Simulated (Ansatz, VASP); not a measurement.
**One calculation of HfN, two programs**

File INCAR:

```
SYSTEM = HfN
PREC = Accurate ; ENCUT = 520
EDIFF = 1E-6 ; ISMEAR = -1
SIGMA = 0.05 ; LREAL = .False.
LASPH = .True. ; NELM = 100
ALGO = Normal ; ISIF = 2
LWAVE = .False. ; LCHARG = .False.
GGA = PE ; NBANDS = 14
```

Contents of KPOINTS:

```
regular mesh
0
Gamma
  14 14 14
  0 0 0
```

File POSCAR:

```
HfN
1.0
    2.6226081206      0.0000000000      0.0000000000
    0.0000000000      2.6226081206      0.0000000000
    0.0000000000      0.0000000000      2.6226081206
Hf N
1 1
Direct
    0.0000000000      0.0000000000      0.0000000000
    0.5000000000      0.5000000000      0.5000000000
```

Input for Ansatz:

```yaml
crystal:
  lattice:
    - [2.6226081206, 0.0, 0.0]
    - [0.0, 2.6226081206, 0.0]
    - [0.0, 0.0, 2.6226081206]
  atoms:
    - { symbol: Hf, position: [0.0, 0.0, 0.0] }
    - { symbol: "N", position: [0.5, 0.5, 0.5] }
kpoints:
  mp_grid: { grid: [14, 14, 14] }
scf:
  occupations: { method: fermi_dirac, width: 0.05 }
hamiltonian:
  xc: pbe
  pseudopotentials: { kind: paw }
output:
  forces: true
  stress: true
  eigenvalues: true
  populations: true
  write_density: true
  write_potential: true
  elf: true
  volumetric_format: npy
```

Change from the starting cell: volume scaled by 0.8, PAW files.

Alike in both runs: task single point; functional PBE; k mesh 14 × 14 × 14; occupations fermi-dirac, width 0.05 eV; no spin polarisation.

```csv
,VASP,Ansatz
version,VASP 6.6.1,Ansatz 0.2.0
potentials or method,"VASP PAW PBE potentials, release 64 (Hf_pv, N)","PAW with Ansatz's default frozen-core files, scalar-relativistic"
plane-wave cutoff (eV),520,420
valence electrons in the cell,15,31
```

```csv
,VASP,Ansatz,Ansatz less VASP
pressure (GPa),79.2,84.0,+4.78
```

Both programs put the cell under a high pressure, so it lies far from rest at this level. VASP's potentials hold 15 valence electrons a cell and Ansatz's 31, so a difference there can come from the potentials and not from the codes.

Spin-orbit coupling is off throughout. Noted on VASP's run: the cell as given lies far from equilibrium.
